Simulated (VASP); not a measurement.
Runs of VASP 6.6.1 on B3Ir. The structure is that of space group P6_3/mmc (No. 194), or close to it. The cells are those of the table. 

```tsv
task	potentials or basis	cell	k mesh	cutoff (eV)	second run	gap on the mesh (eV)	pressure (GPa)	relaxed volume (Å³/atom)	largest force (eV/Å)
single point	VASP PAW PBE potentials, release 64 (B, Ir_sv_GW)	a = 4.294, b = 4.294, c = 4.979 Å, angles 90.0, 90.0, 120.0°, 8 atoms	6 × 6 × 6	500	valence_matched	none	(a)	-	0.02
single point	VASP PAW PBE potentials, release 64 (B, Ir)	a = 4.308, b = 4.308, c = 4.891 Å, angles 90.0, 90.0, 120.0°, 8 atoms	12 × 12 × 8	520	-	none	0.6	-	0.02
relaxation of cell and atoms	VASP PAW PBE potentials, release 64 (B, Ir)	relaxed from a = 4.294, b = 4.294, c = 4.979 Å, angles 90.0, 90.0, 120.0°, 8 atoms	12 × 12 × 8	600	-	none	-0.1	9.86	0.01
relaxation of cell and atoms	VASP PAW PBE potentials, release 64 (B, Ir)	relaxed from a = 4.576, b = 4.576, c = 3.673 Å, angles 90.0, 90.0, 120.0°, 8 atoms	6 × 6 × 6	600	-	none	0.3	9.87	0.01
single point	VASP PAW PBE potentials, release 64 (B, Ir_sv_GW)	a = 4.308, b = 4.308, c = 4.891 Å, angles 90.0, 90.0, 120.0°, 8 atoms	12 × 12 × 8	500	valence_matched	none	-1.2	-	0.02
single point	VASP PAW PBE potentials, release 64 (B, Ir)	a = 4.294, b = 4.294, c = 4.979 Å, angles 90.0, 90.0, 120.0°, 8 atoms	6 × 6 × 6	520	-	none	0.6	-	0.01
```

Alike in all rows: level PBE; no spin polarisation; smearing gaussian 0.1 eV.

Q: Fill in the values left out.

A: (a) -1.1.

Caveats: spin-orbit coupling is left out, which moves the levels of the heavy elements; the volume moved by over 15 % at a fixed basis, so the end points are rough (some runs).

A k mesh can miss the band edges, and the runs leave out spin-orbit coupling on Ir.

A gap of «none» marks levels without a gap at the run's occupations.

The runs don't all hold the same shells in valence.
